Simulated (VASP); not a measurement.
# Sc (P6_3/mmc) in VASP: a series of runs

The runs below take Sc through single point, with PBE.

Program: VASP 6.6.1. These are calculated values, not measurements. Logs are shortened: lines on timing, memory, paths and dates and some standing lists are left out, and cuts for length are marked.

**1. The cell of the first run**

The structure is hexagonal, space group P6_3/mmc (No. 194). Conventional cell: a = 2.365 Å, b = 2.365 Å, c = 4.081 Å, α = 90.00°, β = 90.00°, γ = 120.00°. Within 3.1 Å of Sc (site symmetry -6m2) lie 12 Sc at 2.36 to 2.46 Å.

**2. Single point, PBE**

INCAR reads:

```
SYSTEM = Sc
PREC = Accurate
ENCUT = 520
EDIFF = 1E-6
ISMEAR = -1
SIGMA = 0.08
LREAL = .FALSE.
LASPH = .TRUE.
NELM = 80
ALGO = Normal
ISIF = 2
LWAVE = .FALSE.
LCHARG = .FALSE.
GGA = PE
NBANDS = 18
```

KPOINTS reads:

```
regular mesh
0
G
  13 13 7
  0 0 0
```

POSCAR reads:

```
Sc
1.0
    2.3645949432      0.0000000000      0.0000000000
   -1.1822974716      2.0477992905      0.0000000000
    0.0000000000      0.0000000000      4.0813603591
Sc
2
Direct
    0.3333333333      0.6666666667      0.2500000000
    0.6666666667      0.3333333333      0.7500000000
```

Potentials or basis: VASP PAW PBE potentials, release 64 (Sc_sv).

Started as:

```sh
> cat potpaw_PBE.64/Sc_sv/POTCAR > POTCAR
> mpirun -np 1 vasp_std > vasp.out
```

OUTCAR:

```text
SYSTEM = Sc
   PREC = Accurate
   ENCUT = 520
   EDIFF = 1E-6
   ISMEAR = -1
   LREAL = .FALSE.
   LASPH = .TRUE.
   NELM = 80
   ISIF = 2
   GGA = PE

 ion  position               nearest neighbor table
   1  0.333  0.667  0.250-   2 2.46   2 2.46   2 2.46   2 2.46   2 2.46   2 2.46   2 3.41   2 3.41
                             2 3.41   2 3.41   2 3.41   2 3.41
   2  0.667  0.333  0.750-   1 2.46   1 2.46   1 2.46   1 2.46   1 2.46   1 2.46   1 3.41   1 3.41
                             1 3.41   1 3.41   1 3.41   1 3.41

  LATTYP: Found a hexagonal cell.
 ALAT       =     2.3645949432
 C/A-ratio  =     1.7260293865

  Lattice vectors:

 A1 = (   2.3645949432,   0.0000000000,   0.0000000000)
 A2 = (  -1.1822974716,   2.0477992905,   0.0000000000)
 A3 = (   0.0000000000,   0.0000000000,   4.0813603591)

Analysis of symmetry for initial positions (statically):
=====================================================================
 Subroutine PRICEL returns:
 Original cell was already a primitive cell.

 Routine SETGRP: Setting up the symmetry group for a
 hexagonal supercell.

 Subroutine GETGRP returns: Found 24 space group operations
 (whereof 12 operations were pure point group operations)
 out of a pool of 24 trial point group operations.

The static configuration has the point symmetry D_3d.
 The point group associated with its full space group is D_6h.

Analysis of symmetry for dynamics (positions and initial velocities):
=====================================================================
 Subroutine PRICEL returns:
 Original cell was already a primitive cell.

 Routine SETGRP: Setting up the symmetry group for a
 hexagonal supercell.

 Subroutine GETGRP returns: Found 24 space group operations
 (whereof 12 operations were pure point group operations)
 out of a pool of 24 trial point group operations.

The dynamic configuration has the point symmetry D_3d.
 The point group associated with its full space group is D_6h.

 Subroutine INISYM returns: Found 24 space group operations
 (whereof 12 operations are pure point group operations),
 and found     1 'primitive' translations

----------------------------------------------------------------------------------------

                                     Primitive cell

  volume of cell :      19.7628

  direct lattice vectors                    reciprocal lattice vectors
     2.364594943  0.000000000  0.000000000     0.422905413  0.244164554  0.000000000
    -1.182297472  2.047799290  0.000000000     0.000000000  0.488329108  0.000000000
     0.000000000  0.000000000  4.081360359     0.000000000  0.000000000  0.245016346

  length of vectors
     2.364594943  2.364594943  4.081360359     0.488329108  0.488329108  0.245016346

  position of ions in fractional coordinates (direct lattice)
     0.333333333  0.666666667  0.250000000
     0.666666667  0.333333333  0.750000000

  ion indices of the primitive-cell ions
   primitive index   ion index
                 1           1
                 2           2

----------------------------------------------------------------------------------------

 KPOINTS: regular mesh

Automatic generation of k-mesh.
 Grid dimensions read from file:
 generate k-points for:   13   13    7

 Generating k-lattice:

  Cartesian coordinates                     Fractional coordinates (reciprocal lattice)
     0.032531186  0.018781889  0.000000000     0.076923077  0.000000000  0.000000000
     0.000000000  0.037563778  0.000000000     0.000000000  0.076923077  0.000000000
     0.000000000  0.000000000  0.035002335     0.000000000  0.000000000  0.142857143

  Length of vectors
     0.037563778  0.037563778  0.035002335

  Shift w.r.t. Gamma in fractional coordinates (k-lattice)
     0.000000000  0.000000000  0.000000000

 Subroutine IBZKPT returns following result:
 ===========================================

 Found     84 irreducible k-points:

 Following reciprocal coordinates:
            Coordinates               Weight
  0.000000  0.000000  0.000000      1.000000
  0.076923 -0.000000  0.000000      6.000000
  0.153846 -0.000000  0.000000      6.000000
  0.230769 -0.000000  0.000000      6.000000
  0.307692 -0.000000  0.000000      6.000000
  0.384615  0.000000  0.000000      6.000000
[... 16 lines left out ...]
  0.076923 -0.000000  0.142857     12.000000
  0.153846 -0.000000  0.142857     12.000000
 [... further k-points ...]
   k-points           NKPTS =     84   k-points in BZ     NKDIM =     84   number of bands    NBANDS=     18
   number of dos      NEDOS =    301   number of ions     NIONS =      2
   total plane-waves  NPLWV =   9720
   dimension x,y,z NGX =    18 NGY =   18 NGZ =   30
   dimension x,y,z NGXF=    36 NGYF=   36 NGZF=   60
   ions per type =               2
   NGX,Y,Z   is equivalent  to a cutoff of  12.66, 12.66, 12.22 a.u.
   NGXF,Y,Z  is equivalent  to a cutoff of  25.31, 25.31, 24.44 a.u.
 SYSTEM =  Sc
   PREC   = accura    normal or accurate (medium, high low for compatibility)
   ISTART =      0    job   : 0-new  1-cont  2-samecut
   ICHARG =      2    charge: 1-file 2-atom 10-const
   ISPIN  =      1    spin polarized calculation?
   LNONCOLLINEAR =      F non collinear calculations
   LSORBIT =      F    spin-orbit coupling
   LASPH  =      T    aspherical Exc in radial PAW
   ENCUT  =  520.0 eV  38.22 Ry    6.18 a.u.   4.40  4.40  7.59*2*pi/ulx,y,z
   NELM   =     80;   NELMIN=  2; NELMDL= -5     # of ELM steps
   EDIFF  = 0.1E-05   stopping-criterion for ELM
   LREAL  =      F    real-space projection
   EDIFFG = 0.1E-04   stopping-criterion for IOM
   NSW    =      0    number of steps for IOM
   IBRION =     -1    ionic relax: 0-MD 1-quasi-New 2-CG
   NFREE  =      0    steps in history (QN), initial steepest desc. (CG)
   ISIF   =      2    stress and relaxation
   ISYM   =      2    0-nonsym 1-usesym 2-fastsym
   POTIM  = 0.5000    time-step for ionic-motion
   TEBEG  =    0.0;   TEEND  =   0.0 temperature during run
   PSTRESS=    0.0 pullay stress
   NELECT =      22.0000    total number of electrons
   NUPDOWN=      -1.0000    fix difference up-down
   EMIN   =  10.00;   EMAX   =-10.00  energy-range for DOS
   EFERMI =   0.00;   METHOD = LEGACY
   ISMEAR =    -1;   SIGMA  =   0.08  broadening in eV -4-tet -1-fermi 0-gaus
   EFERMI_NEDOS =   21; number of points for ismear=-14 and -15
   IALGO  =     38    algorithm
   IMIX   =      4    mixing-type and parameters
     AMIX     =   0.40;   BMIX     =  1.00
     AMIX_MAG =   1.60;   BMIX_MAG =  1.00
  volume/ion in A,a.u.               =       9.88        66.68
  Fermi-wavevector in a.u.,A,eV,Ry     =   1.696678  3.206256 39.167300  2.878715
  Thomas-Fermi vector in A             =   2.777497
   LORBIT       =      0    0 simple, 1 ext, 2 COOP (PROOUT), +10 PAW based schemes
   GGA     = PE    functional components
   LHFCALC =     F    Hartree Fock is set to
   AEXX    =    0.0000 exact exchange contribution
   IVDW    =     0    specifies the selected vdW correction
   LEPSILON=     F    determine dielectric tensor
   LRPA    =     F    only Hartree local field effects (RPA)
 non-spin polarized calculation
  energy-cutoff  :      520.00
  volume of cell :       19.76
 maximum number of plane-waves:       551
 NGX is ok and might be reduce to    18
   NGX =  9   NGY =  9   NGZ = 15

 number of electron      22.0000000 magnetization

 Free energy of the ion-electron system (eV)
  ---------------------------------------------------
  ext. energy  EPLUGINS =         0.00000000
  ---------------------------------------------------
  free energy    TOTEN  =        -3.38771967 eV

  energy without entropy =       -3.35514414  energy(sigma->0) =       -3.37143190

 E-fermi :  11.1744     XC(G=0): -14.3253

 val. band max:       11.1485665477   @ k =   0.1538   0.1538   0.2857
 cond. band min:      11.2073146206   @ k =   0.2308   0.2308   0.1429
 fundamental gap:      0.0587480729
 Fermi energy:        11.1743686376

 k-point     1 :       0.0000    0.0000    0.0000
  band No.  band energies     occupation
      1     -38.1879      2.00000
      2     -36.7751      2.00000
      3     -18.5000      2.00000
      4     -13.6912      2.00000
      5     -13.6912      2.00000
      6     -13.6580      2.00000
[... 10 lines left out ...]
     17      16.3826      0.00000
     18      16.8628      0.00000

 k-point     2 :       0.0769   -0.0000    0.0000
  band No.  band energies     occupation
      1     -38.1067      2.00000
      2     -36.7223      2.00000
      3     -18.4055      2.00000
      4     -13.9950      2.00000
      5     -13.7757      2.00000
      6     -13.6749      2.00000
[... 10 lines left out ...]
     17      16.1082      0.00000
     18      16.2325      0.00000

 k-point     3 :       0.1538   -0.0000    0.0000
  band No.  band energies     occupation
      1     -37.8741      2.00000
      2     -36.5762      2.00000
      3     -18.1305      2.00000
      4     -14.8068      2.00000
      5     -14.2855      2.00000
      6     -13.9945      2.00000
[... 10 lines left out ...]
     17      15.5649      0.00000
     18      15.5905      0.00000

 k-point     4 :       0.2308   -0.0000    0.0000
  band No.  band energies     occupation
      1     -37.5235      2.00000
      2     -36.3717      2.00000
      3     -17.7008      2.00000
      4     -15.8862      2.00000
      5     -15.2769      2.00000
      6     -14.2770      2.00000
[... 10 lines left out ...]
     17      16.0615      0.00000
     18      16.8895      0.00000

 k-point     5 :       0.3077   -0.0000    0.0000
  band No.  band energies     occupation
      1     -37.1117      2.00000
      2     -36.1644      2.00000
      3     -17.1640      2.00000
      4     -16.9658      2.00000
      5     -16.2661      2.00000
      6     -14.5542      2.00000
[... 10 lines left out ...]
     17      17.8207      0.00000
     18      18.4320      0.00000

 k-point     6 :       0.3846    0.0000    0.0000
  band No.  band energies     occupation
      1     -36.7193      2.00000
      2     -36.0168      2.00000
      3     -17.8210      2.00000
      4     -17.0538      2.00000
      5     -16.6010      2.00000
      6     -14.7705      2.00000
[... 10 lines left out ...]
     17      19.9134      0.00000
     18      20.1030      0.00000

 k-point     7 :       0.4615   -0.0000    0.0000
  band No.  band energies     occupation
      1     -36.4553      2.00000
      2     -35.9639      2.00000
      3     -18.2911      2.00000
      4     -17.4897      2.00000
      5     -16.1722      2.00000
      6     -14.8881      2.00000
[... 10 lines left out ...]
     17      20.4937      0.00000
     18      20.9021      0.00000

 k-point     8 :       0.0769    0.0769    0.0000
  band No.  band energies     occupation
      1     -37.9497      2.00000
      2     -36.6229      2.00000
      3     -18.2207      2.00000
      4     -14.4927      2.00000
      5     -14.2008      2.00000
      6     -13.7942      2.00000
[... 10 lines left out ...]
     17      15.3975      0.00000
     18      16.2789      0.00000
[... 229 lines left out ...]
     17      18.8433      0.00000
     18      19.8576      0.00000

 k-point    20 :       0.3846    0.2308    0.0000
  band No.  band energies     occupation
      1     -36.1768      2.00000
      2     -35.9389      2.00000
      3     -17.7530      2.00000
      4     -17.0049      2.00000
      5     -16.2536      2.00000
      6     -15.6654      2.00000
[... 10 lines left out ...]
     17      18.7569      0.00000
     18      19.3874      0.00000

 k-point    21 :       0.3077    0.3077    0.0000
  band No.  band energies     occupation
      1     -36.1025      2.00000
      2     -35.9557      2.00000
      3     -17.4728      2.00000
      4     -16.8836      2.00000
      5     -16.5352      2.00000
      6     -15.8230      2.00000
[... 10 lines left out ...]
     17      18.5420      0.00000
     18      19.1284      0.00000

 k-point    22 :       0.0000    0.0000    0.1429
  band No.  band energies     occupation
      1     -38.1254      2.00000
      2     -36.8541      2.00000
      3     -18.2833      2.00000
      4     -13.9359      2.00000
      5     -13.6695      2.00000
      6     -13.6695      2.00000
[... 10 lines left out ...]
     17      16.6673      0.00000
     18      16.6673      0.00000

 k-point    23 :       0.0769   -0.0000    0.1429
  band No.  band energies     occupation
      1     -38.0453      2.00000
      2     -36.7995      2.00000
      3     -18.1961      2.00000
      4     -14.0074      2.00000
      5     -13.9550      2.00000
      6     -13.7519      2.00000
[... 10 lines left out ...]
     17      16.4277      0.00000
     18      16.4315      0.00000

 k-point    24 :       0.1538   -0.0000    0.1429
  band No.  band energies     occupation
      1     -37.8160      2.00000
      2     -36.6479      2.00000
      3     -17.9461      2.00000
      4     -14.7733      2.00000
      5     -14.4537      2.00000
      6     -13.9658      2.00000
[... 10 lines left out ...]
     17      16.0030      0.00000
     18      16.0074      0.00000

 [... further k-points ...]

------------------------ aborting loop because EDIFF is reached ----------------------------------------

  FORCE on cell =-STRESS in cart. coord.  units (eV):
  Direction    XX          YY          ZZ          XY          YZ          ZX
  --------------------------------------------------------------------------------------
  -------------------------------------------------------------------------------------
  Total       21.3774890     21.3774890     21.2959802      0.0000000     -0.0000000      0.0000000
  in kB     1733.0783101   1733.0783102   1726.4703759      0.0000000     -0.0000000      0.0000000
  external PRESSURE =    1730.8756654 kB  Pullay stress =       0.0000000 kB

 VOLUME and BASIS-vectors are now :
 -----------------------------------------------------------------------------
  energy-cutoff  :      520.00
  volume of cell :       19.76
      direct lattice vectors                 reciprocal lattice vectors
     2.364594943  0.000000000  0.000000000     0.422905413  0.244164554  0.000000000
    -1.182297472  2.047799290  0.000000000     0.000000000  0.488329108  0.000000000
     0.000000000  0.000000000  4.081360359     0.000000000  0.000000000  0.245016346

 POSITION                                       TOTAL-FORCE (eV/Angst)
 -----------------------------------------------------------------------------------
     -0.00000      1.36520      1.02034         0.000000     -0.000000      0.000000
      1.18230      0.68260      3.06102        -0.000000      0.000000      0.000000
 -----------------------------------------------------------------------------------
    total drift:                               -0.000000      0.000000     -0.000000

  FREE ENERGIE OF THE ION-ELECTRON SYSTEM (eV)
  ---------------------------------------------------
  free  energy   TOTEN  =        -3.3877196722 eV

  energy  without entropy=       -3.3551441376  energy(sigma->0) =       -3.37143190
```

Wall time 20 s (1 thread of Intel Xeon Platinum 8488C (Sapphire Rapids), shared host); peak memory 0.14 GiB.

What came out:

| Property | Result |
| --- | --- |
| Free energy | -3.3877 eV |
| Pressure | 173.1 GPa |
| Band gap on the k mesh | zero (band 11 reaches 12.43 eV, above the bottom of band 12 at 9.77 eV) |

(Continued in part 2 of 2.)
